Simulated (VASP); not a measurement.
# I (Cmce) in VASP: settings compared

The runs below take I through relaxation of cell and atoms, single point, with PBEsol+D3(BJ), PBEsol+D4, PBE.

Everything below comes from runs of VASP 6.6.1. Logs are shortened: lines on timing, memory, paths and dates and some standing lists are left out, and cuts for length are marked.

### Step 1. The cell of the first run

It takes space group Cmce (No. 64, orthorhombic). Conventional cell: a = 7.270 Å, b = 4.790 Å, c = 9.793 Å, α = 90.00°, β = 90.00°, γ = 90.00°. Within 3.6 Å of I (site symmetry m) lie 3 I at 2.68 to 3.56 Å.

### Step 2. Relaxation of cell and atoms, PBEsol+D3(BJ)

Contents of INCAR:

```
SYSTEM = I
PREC = Accurate
ENCUT = 600
EDIFF = 1E-6
ISMEAR = -1
SIGMA = 0.05
LREAL = .False.
LASPH = .True.
NELM = 80
ALGO = Normal
ISIF = 3
LWAVE = .False.
LCHARG = .False.
GGA = PS
IVDW = 12
IBRION = 2
NSW = 60
EDIFFG = -0.01
```

Contents of KPOINTS:

```
Automatic mesh
0
Gamma
  7 7 3
  0 0 0
```

Contents of POSCAR:

```
I
1.0
    3.6350350000     -2.3950200000      0.0000000000
    3.6350350000      2.3950200000      0.0000000000
    0.0000000000      0.0000000000      9.7934400000
I
4
Direct
    0.6493000000      0.3507000000      0.3844000000
    0.1493000000      0.8507000000      0.1156000000
    0.3507000000      0.6493000000      0.6156000000
    0.8507000000      0.1493000000      0.8844000000
```

Potentials or basis: VASP PAW PBE potentials, release 64 (I).

Command:

```bash
$ cat potpaw_PBE.64/I/POTCAR > POTCAR
$ mpirun -np 1 vasp_std > vasp.out
```

OUTCAR:

```text
SYSTEM = I
   PREC = Accurate
   ENCUT = 600
   EDIFF = 1E-6
   ISMEAR = -1
   LREAL = .False.
   LASPH = .True.
   NELM = 80
   ISIF = 3
   GGA = PS
   IVDW = 12
   IBRION = 2
   NSW = 60
   EDIFFG = -0.01
 IVDW          = 12

 ion  position               nearest neighbor table
   1  0.649  0.351  0.384-   3 2.68   2 3.56   2 3.56
   2  0.149  0.851  0.116-   4 2.68   1 3.56   1 3.56
   3  0.351  0.649  0.616-   1 2.68   4 3.56   4 3.56
   4  0.851  0.149  0.884-   2 2.68   3 3.56   3 3.56

  LATTYP: Found a base centered orthorhombic cell.
 ALAT       =     4.7900400000
 B/A-ratio  =     1.5177472422
 C/A-ratio  =     2.0445424255

  Lattice vectors:

 A1 = (  -3.6350350000,  -2.3950200000,   0.0000000000)
 A2 = (   3.6350350000,  -2.3950200000,   0.0000000000)
 A3 = (   0.0000000000,   0.0000000000,   9.7934400000)

Analysis of symmetry for initial positions (statically):
=====================================================================
 Subroutine PRICEL returns:
 Original cell was already a primitive cell.

 Routine SETGRP: Setting up the symmetry group for a
 base centered orthorhombic supercell.

 Subroutine GETGRP returns: Found  8 space group operations
 (whereof  4 operations were pure point group operations)
 out of a pool of  8 trial point group operations.

The static configuration has the point symmetry C_2h.
 The point group associated with its full space group is D_2h.

Analysis of symmetry for dynamics (positions and initial velocities):
=====================================================================
 Subroutine PRICEL returns:
 Original cell was already a primitive cell.

 Routine SETGRP: Setting up the symmetry group for a
 base centered orthorhombic supercell.

 Subroutine GETGRP returns: Found  8 space group operations
 (whereof  4 operations were pure point group operations)
 out of a pool of  8 trial point group operations.

The dynamic configuration has the point symmetry C_2h.
 The point group associated with its full space group is D_2h.

 Subroutine INISYM returns: Found  8 space group operations
 (whereof  4 operations are pure point group operations),
 and found     1 'primitive' translations

----------------------------------------------------------------------------------------

                                     Primitive cell

  volume of cell :     170.5230

  direct lattice vectors                    reciprocal lattice vectors
     3.635035000 -2.395020000  0.000000000     0.137550257 -0.208766524  0.000000000
     3.635035000  2.395020000  0.000000000     0.137550257  0.208766524  0.000000000
     0.000000000  0.000000000  9.793440000     0.000000000  0.000000000  0.102109167

  length of vectors
     4.353113857  4.353113857  9.793440000     0.250007070  0.250007070  0.102109167

  position of ions in fractional coordinates (direct lattice)
     0.649300000  0.350700000  0.384400000
     0.149300000  0.850700000  0.115600000
     0.350700000  0.649300000  0.615600000
     0.850700000  0.149300000  0.884400000

  ion indices of the primitive-cell ions
   primitive index   ion index
                 1           1
                 2           2
                 3           3
                 4           4

----------------------------------------------------------------------------------------

 KPOINTS: Automatic mesh

Automatic generation of k-mesh.
 Grid dimensions read from file:
 generate k-points for:    7    7    3

 Generating k-lattice:

  Cartesian coordinates                     Fractional coordinates (reciprocal lattice)
     0.019650037 -0.029823789  0.000000000     0.142857143  0.000000000  0.000000000
     0.019650037  0.029823789  0.000000000     0.000000000  0.142857143  0.000000000
     0.000000000  0.000000000  0.034036389     0.000000000  0.000000000  0.333333333

  Length of vectors
     0.035715296  0.035715296  0.034036389

  Shift w.r.t. Gamma in fractional coordinates (k-lattice)
     0.000000000  0.000000000  0.000000000

 Subroutine IBZKPT returns following result:
 ===========================================

 Found     32 irreducible k-points:

 Following reciprocal coordinates:
            Coordinates               Weight
  0.000000  0.000000  0.000000      1.000000
  0.142857  0.000000  0.000000      4.000000
  0.285714  0.000000  0.000000      4.000000
  0.428571  0.000000  0.000000      4.000000
  0.142857  0.142857  0.000000      2.000000
  0.285714  0.142857  0.000000      4.000000
[... 16 lines left out ...]
  0.428571  0.142857  0.333333      8.000000
 -0.428571  0.142857  0.333333      8.000000
 [... further k-points ...]
   k-points           NKPTS =     32   k-points in BZ     NKDIM =     32   number of bands    NBANDS=     18
   number of dos      NEDOS =    301   number of ions     NIONS =      4
   total plane-waves  NPLWV = 103680
   dimension x,y,z NGX =    36 NGY =   36 NGZ =   80
   dimension x,y,z NGXF=    72 NGYF=   72 NGZF=  160
   ions per type =               4
   NGX,Y,Z   is equivalent  to a cutoff of  13.75, 13.75, 13.58 a.u.
   NGXF,Y,Z  is equivalent  to a cutoff of  27.50, 27.50, 27.16 a.u.
 SYSTEM =  I
   PREC   = accura    normal or accurate (medium, high low for compatibility)
   ISTART =      0    job   : 0-new  1-cont  2-samecut
   ICHARG =      2    charge: 1-file 2-atom 10-const
   ISPIN  =      1    spin polarized calculation?
   LNONCOLLINEAR =      F non collinear calculations
   LSORBIT =      F    spin-orbit coupling
   LASPH  =      T    aspherical Exc in radial PAW
   ENCUT  =  600.0 eV  44.10 Ry    6.64 a.u.   8.69  8.69 19.56*2*pi/ulx,y,z
   NELM   =     80;   NELMIN=  2; NELMDL= -5     # of ELM steps
   EDIFF  = 0.1E-05   stopping-criterion for ELM
   LREAL  =      F    real-space projection
   EDIFFG = -.1E-01   stopping-criterion for IOM
   NSW    =     60    number of steps for IOM
   IBRION =      2    ionic relax: 0-MD 1-quasi-New 2-CG
   NFREE  =      1    steps in history (QN), initial steepest desc. (CG)
   ISIF   =      3    stress and relaxation
   ISYM   =      2    0-nonsym 1-usesym 2-fastsym
   POTIM  = 0.5000    time-step for ionic-motion
   TEBEG  =    0.0;   TEEND  =   0.0 temperature during run
   PSTRESS=    0.0 pullay stress
   NELECT =      28.0000    total number of electrons
   NUPDOWN=      -1.0000    fix difference up-down
   EMIN   =  10.00;   EMAX   =-10.00  energy-range for DOS
   EFERMI =   0.00;   METHOD = LEGACY
   ISMEAR =    -1;   SIGMA  =   0.05  broadening in eV -4-tet -1-fermi 0-gaus
   EFERMI_NEDOS =   21; number of points for ismear=-14 and -15
   IALGO  =     38    algorithm
   IMIX   =      4    mixing-type and parameters
     AMIX     =   0.40;   BMIX     =  1.00
     AMIX_MAG =   1.60;   BMIX_MAG =  1.00
  volume/ion in A,a.u.               =      42.63       287.69
  Fermi-wavevector in a.u.,A,eV,Ry     =   0.896465  1.694073 10.934307  0.803649
  Thomas-Fermi vector in A             =   2.018926
   LORBIT       =      0    0 simple, 1 ext, 2 COOP (PROOUT), +10 PAW based schemes
   GGA     = PS    functional components
   LHFCALC =     F    Hartree Fock is set to
   AEXX    =    0.0000 exact exchange contribution
   IVDW    =    12    specifies the selected vdW correction
   LEPSILON=     F    determine dielectric tensor
   LRPA    =     F    only Hartree local field effects (RPA)
 conjugate gradient relaxation of ions
 non-spin polarized calculation
  energy-cutoff  :      600.00
  volume of cell :      170.52
 maximum number of plane-waves:      5729
   NGX = 17   NGY = 17   NGZ = 39

--------------------------------------- Ionic step        1  -------------------------------------------

 number of electron      28.0000000 magnetization

 Free energy of the ion-electron system (eV)
  ---------------------------------------------------
  ext. energy  EPLUGINS =         0.00000000
  ---------------------------------------------------
  free energy    TOTEN  =        -6.82947311 eV

  energy without entropy =       -6.82947245  energy(sigma->0) =       -6.82947278

------------------------ aborting loop because EDIFF is reached ----------------------------------------

 Edisp (eV)   -1.13954

 E8    (eV) :    -0.7615

  FORCE on cell =-STRESS in cart. coord.  units (eV):
  Direction    XX          YY          ZZ          XY          YZ          ZX
  --------------------------------------------------------------------------------------
  -------------------------------------------------------------------------------------
  Total      -1.09079    -1.57559    -0.44769     0.00000     0.00000     0.00000
  in kB     -10.24874   -14.80368    -4.20630     0.00000     0.00000     0.00000
  external pressure =       -9.75 kB  Pullay stress =        0.00 kB
[... 103 lines left out ...]
  FREE ENERGIE OF THE ION-ELECTRON SYSTEM (eV)
  ---------------------------------------------------
  free  energy   TOTEN  =        -8.2388694047 eV

  energy  without entropy=       -8.2388021022  energy(sigma->0) =       -8.23883575

 E-fermi :   5.1459     XC(G=0):  -9.1412

 val. band max:        4.6771072278   @ k =   0.0000   0.0000   0.0000
 cond. band min:       5.5613472588   @ k =   0.4286   0.4286   0.3333
 fundamental gap:      0.8842400310
 Fermi energy:         5.1458700266

 k-point     1 :       0.0000    0.0000    0.0000
  band No.  band energies     occupation
      1      -9.7339      2.00000
      2      -8.6132      2.00000
      3      -8.0949      2.00000
      4      -6.0057      2.00000
      5      -0.6984      2.00000
      6       1.4314      2.00000
[... 10 lines left out ...]
     17       9.1196      0.00000
     18       9.9189      0.00000
[... 466 lines left out ...]
      2      -8.6133      2.00000
      3      -7.0993      2.00000
      4      -6.9864      2.00000
      5      -0.6243      2.00000
      6      -0.4790      2.00000
[... 10 lines left out ...]
     17       9.9854      0.00000
     18      10.4745      0.00000

 [... further k-points ...]

[... ionic steps 4 to 21 ...]

--------------------------------------- Ionic step       22  -------------------------------------------

 number of electron      27.9999998 magnetization

------------------------ aborting loop because EDIFF is reached ----------------------------------------

 Edisp (eV)   -1.35038

 E8    (eV) :    -0.8996
[... 73 lines left out ...]
  energy  without entropy=       -8.3150259069  energy(sigma->0) =       -8.31505779

--------------------------------------- Ionic step       24  -------------------------------------------

 number of electron      27.9999998 magnetization

 Free energy of the ion-electron system (eV)
  ---------------------------------------------------
  ext. energy  EPLUGINS =         0.00000000
  ---------------------------------------------------
  free energy    TOTEN  =        -6.96315510 eV

  energy without entropy =       -6.96309144  energy(sigma->0) =       -6.96312327

 E-fermi :   4.7152     XC(G=0):  -9.0391

 val. band max:        4.3661207376   @ k =   0.0000   0.0000   0.0000
 cond. band min:       5.0647493593   @ k =  -0.4286   0.4286   0.0000
 fundamental gap:      0.6986286217
 Fermi energy:         4.7152288229

 k-point     1 :       0.0000    0.0000    0.0000
  band No.  band energies     occupation
      1      -9.8003      2.00000
      2      -8.8130      2.00000
      3      -8.2233      2.00000
      4      -6.4401      2.00000
      5      -0.7327      2.00000
      6       1.2290      2.00000
[... 10 lines left out ...]
     17       8.6637      0.00000
     18       9.6103      0.00000
[... 466 lines left out ...]
      2      -8.6702      2.00000
      3      -7.4290      2.00000
      4      -7.3325      2.00000
      5      -0.7266      2.00000
      6      -0.5497      2.00000
[... 10 lines left out ...]
     17       9.7334      0.00000
     18      10.1736      0.00000

 [... further k-points ...]

------------------------ aborting loop because EDIFF is reached ----------------------------------------

 Edisp (eV)   -1.35200

 E8    (eV) :    -0.9007

  FORCE on cell =-STRESS in cart. coord.  units (eV):
  Direction    XX          YY          ZZ          XY          YZ          ZX
  --------------------------------------------------------------------------------------
  -------------------------------------------------------------------------------------
  Total      -0.03497    -0.02296    -0.03758     0.00000     0.00000     0.00000
  in kB      -0.39169    -0.25719    -0.42088     0.00000     0.00000     0.00000
  external pressure =       -0.36 kB  Pullay stress =        0.00 kB
[... 19 lines left out ...]
  FREE ENERGIE OF THE ION-ELECTRON SYSTEM (eV)
  ---------------------------------------------------
  free  energy   TOTEN  =        -8.3151530780 eV

  energy  without entropy=       -8.3150894248  energy(sigma->0) =       -8.31512125

 reached required accuracy - stopping structural energy minimisation
```

Wall time 8.9 min (1 thread of Intel Xeon 6975P-C (Granite Rapids), shared host); peak memory 0.39 GiB.

Results:

```yaml
Free_energy: -8.3152 eV
Relaxed_volume: 35.76 Å³/atom
Relaxed_cell: a = 4.106 Å, b = 4.106 Å, c = 9.505 Å, α = 90.00°, β = 90.00°, γ = 63.23°
Space_group_after_relaxing_to_0.1_Å: Cmce (No. 64)
Energy_gained_by_relaxing: 86.5 meV/atom
Ionic_steps: 24
Pressure_after_relaxing: 0.0 GPa
Largest_force_after_relaxing: 0.009 eV/Å
Band_gap_on_the_k_mesh: 0.70 eV (least direct gap 1.08 eV)
Dispersion_energy_per_atom: -0.338 eV
```

Forces in eV/Å, atoms in the order of the input:
```
I    0.000  0.004 -0.009
I    0.000  0.004  0.009
I    0.000 -0.004  0.009
I    0.000 -0.004 -0.009
```

The path:
```csv
step,energy change (eV),largest force (eV/Å),pressure (GPa),volume (Å³)
1,0.0000,0.7605,-0.98,170.52
2,-0.1363,0.4036,-1.36,164.19
3,-0.2699,0.4231,-0.93,148.40
4,-0.2736,0.2644,-1.19,151.26
5,-0.2468,0.3930,2.20,139.27
6,-0.2980,0.2577,0.03,146.18
7,-0.3143,0.1847,0.09,145.26
8,-0.3278,0.2277,0.28,143.18
9,-0.3335,0.0758,-0.39,144.05
10,-0.3339,0.1009,-0.27,143.88
11,-0.3425,0.0574,-0.03,142.84
12,-0.3447,0.0334,0.19,142.02
13,-0.3452,0.0438,-0.09,142.91
14,-0.3454,0.0304,-0.01,142.65
15,-0.3458,0.0140,0.00,142.88
16,-0.3459,0.0049,0.02,143.11
17,-0.3459,0.0039,0.01,143.07
18,-0.3459,0.0062,0.00,143.00
19,-0.3459,0.0042,0.01,143.05
20,-0.3459,0.0039,0.02,143.06
21,-0.3460,0.0050,-0.06,143.25
22,-0.3460,0.0043,-0.06,143.23
23,-0.3461,0.0038,-0.05,143.19
24,-0.3461,0.0094,-0.04,143.05
```

Final structure:
```
I
1.0
     3.49638   -2.15230    0.00000
     3.49638    2.15230    0.00000
     0.00000    0.00000    9.50494
I
4
Direct
  0.68118 0.31882 0.37702
  0.18118 0.81882 0.12298
  0.31882 0.68118 0.62298
  0.81882 0.18118 0.87702
```

Levels at points of the mesh, in eV from the valence-band top:
```tsv
k point	band 10	band 11	band 12	band 13	band 14	band 15	band 16	band 17	band 18
(0.00, 0.00, 0.00)	-1.22	-1.01	-0.81	-0.35	0.00	1.20	2.04	4.30	5.24
```

Caveat: the volume moved by over 15 % at a fixed basis, so the end points are rough; the PAW data sets were made with another functional, which shifts forces and pressure a little; spin-orbit coupling is left out, which moves the levels of the heavy elements.

[end of part 1 of 2]
